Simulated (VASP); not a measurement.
Runs of VASP 6.6.1 on Cl. The structure is that of space group Pm-3m (No. 221), or close to it. The cells are those of the table. 

```csv
task,cell,k mesh for the DOS,occupations for the DOS,gap on the mesh (eV),pressure (GPa)
single point,"a = 2.415 Å, 1 atom",-,-,none,51.7
single point,"a = 2.528 Å, 1 atom",-,-,none,(a)
single point,"a = 2.631 Å, 1 atom",-,-,none,9.4
single point,"a = 2.179 Å, 1 atom",-,-,none,158.7
```

Alike in all rows: level LDA; potentials or basis VASP PAW LDA potentials, release 64 (Cl); no spin polarisation; k mesh 15 × 15 × 15; cutoff (eV) 520; smearing fermi-dirac 0.08 eV.

Task: Estimate the missing entries.

Result: (a) 24.4.

Caveats: an odd number of electrons without spin polarisation forces a metal; a magnetic or distorted state may lie lower.

A gap of «none» marks levels without a gap at the run's occupations.
